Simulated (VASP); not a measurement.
The system is GaSb.

```xyz
2
Lattice="-2.7897 2.7897 1.6116 2.7897 -2.7897 1.6116 2.7897 2.7897 -1.6116" Properties=species:S:1:pos:R:3 pbc="T T T"
Sb    0.0000    0.0000    0.0000
Ga    0.0000    2.7897    0.8058
```

Base run:

- Program: VASP 6.6.1
- Functional: PBE
- Potentials or basis: VASP PAW PBE potentials, release 64 (Sb, Ga_d)
- Cutoff: 520 eV
- k mesh: 10 × 10 × 10
- Occupations: fermi-dirac, width 0.05 eV
- Spin: no spin polarisation

Its results: band gap on the k mesh zero (band 9 reaches 7.92 eV, above the bottom of band 10 at 3.56 eV); pressure -1.8 GPa.

**Question.** The run is repeated on the same cell with these changes: functional from PBE to LDA; potentials or basis from VASP PAW PBE potentials, release 64 (Sb, Ga_d) to VASP PAW LDA potentials, release 64 (Sb, Ga_d). What comes out?

**Answer.** Band gap on the k mesh zero (band 9 reaches 7.72 eV, above the bottom of band 10 at 3.39 eV); pressure -5.8 GPa.

Caveats: spin-orbit coupling is left out, which moves the levels of the heavy elements.
